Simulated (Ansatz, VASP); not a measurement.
## One calculation of P, two programs

```
P
1.0
    -1.12418    1.12418    1.12418
     1.12418   -1.12418    1.12418
     1.12418    1.12418   -1.12418
P
1
Direct
  0.00000 0.00000 0.00000
```

Change from the starting cell: volume scaled by 0.4, PAW files.

Alike in both runs: task single point; functional PBE; k mesh 17 × 17 × 17; occupations fermi-dirac, width 0.1 eV; no spin polarisation.

|  | VASP | Ansatz |
| --- | --- | --- |
| version | VASP 6.6.1 | Ansatz 0.2.0 |
| potentials or method | VASP PAW PBE potentials, release 64 (P) | PAW with Ansatz's default frozen-core files, scalar-relativistic |
| plane-wave cutoff (eV) | 520 | 420 |
| valence electrons in the cell | 5 | 5 |

Ansatz gave:

* pressure (GPa): 582.0

Problem. What did VASP give for the same quantities?

Solution. Pressure (GPa): 571.7.

Both programs put the cell under a high pressure, so it lies far from rest at this level.

Noted on VASP's run: the cell as given lies far from equilibrium.
